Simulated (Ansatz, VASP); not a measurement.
## B10Pt: VASP beside Ansatz

INCAR

```
PREC = Accurate ; ENCUT = 600
EDIFF = 1E-7 ; ISMEAR = 0
SIGMA = 0.1 ; LREAL = F
LASPH = T ; NELM = 80
ALGO = Normal ; ISIF = 3
LWAVE = F ; LCHARG = F
GGA = PE ; IBRION = 2
NSW = 90 ; EDIFFG = -0.04
```

The input KPOINTS:

```
Automatic mesh
0
Gamma
  3 3 6
```

POSCAR

```
B10Pt
1.0
    6.5063413278      0.0000000000      0.0000000000
   -3.2531706639      5.6346568756      0.0000000000
    0.0000000000      0.0000000000      3.1039311259
B Pt
10 1
Direct
    0.3333333333      0.6666666667      0.5000000000
    0.6666666667      0.3333333333      0.5000000000
    0.3718275520      0.1472204068      0.5000000000
    0.8527795932      0.2246071452      0.5000000000
    0.7753928548      0.6281724480      0.5000000000
    0.1472204068      0.3718275520      0.5000000000
    0.2246071452      0.8527795932      0.5000000000
    0.6281724480      0.7753928548      0.5000000000
    0.3333333333      0.6666666667      0.0000000000
    0.6666666667      0.3333333333      0.0000000000
    0.0000000000      0.0000000000      0.5000000000
```

Input for Ansatz:

```yaml
crystal:
  lattice:
    - [6.5063413278, 0.0, 0.0]
    - [-3.2531706639, 5.6346568756, 0.0]
    - [0.0, 0.0, 3.1039311259]
  atoms:
    - { symbol: B, position: [0.3333333333, 0.6666666667, 0.5] }
    - { symbol: B, position: [0.6666666667, 0.3333333333, 0.5] }
    - { symbol: B, position: [0.371827552, 0.1472204068, 0.5] }
    - { symbol: B, position: [0.8527795932, 0.2246071452, 0.5] }
    - { symbol: B, position: [0.7753928548, 0.628172448, 0.5] }
    - { symbol: B, position: [0.1472204068, 0.371827552, 0.5] }
    - { symbol: B, position: [0.2246071452, 0.8527795932, 0.5] }
    - { symbol: B, position: [0.628172448, 0.7753928548, 0.5] }
    - { symbol: B, position: [0.3333333333, 0.6666666667, 0.0] }
    - { symbol: B, position: [0.6666666667, 0.3333333333, 0.0] }
    - { symbol: Pt, position: [0.0, 0.0, 0.5] }
basis:
  ecutwfc: 420
kpoints:
  mp_grid: { grid: [3, 3, 6] }
hamiltonian:
  xc: pbe
scf:
  occupations: { method: gaussian, width: 0.1 }
  lower_state_search: "off"
output:
  forces: true
  stress: true
  eigenvalues: true
relax:
  adjacent_minimum: "off"
  f_tol: 0.04
  max_steps: 70
  cell: { stress_tol: 0.4 }
```

Alike in both runs: task relaxation of cell and atoms; functional PBE; k mesh 3 × 3 × 6; occupations gaussian, width 0.1 eV; no spin polarisation.

|  | VASP | Ansatz |
| --- | --- | --- |
| version | VASP 6.6.1 | Ansatz 0.2.0 |
| potentials or method | VASP PAW PBE potentials, release 64 (B, Pt), cutoff 600 eV | scalar-relativistic, plane waves, PAW |
| valence electrons in the cell | 40 | 48 |

|  | VASP | Ansatz | Ansatz less VASP |
| --- | --- | --- | --- |
| gap on the k mesh at the Fermi level, each at its own relaxed structure (eV) | none | none | - |
| relaxed volume (Å³/atom) | 10.24 | 10.24 | +0.002 |
| relaxed cell length with the largest relative difference (Å) | 3.094 | 3.101 | +0.0064 |

A gap of «none» marks a metal or a gap that the smearing closes. VASP's potentials hold 40 valence electrons a cell and Ansatz's 48, so a difference there can come from the potentials and not from the codes.

The k mesh is coarse, so the values compare programs but aren't converged. Spin-orbit coupling is off throughout.
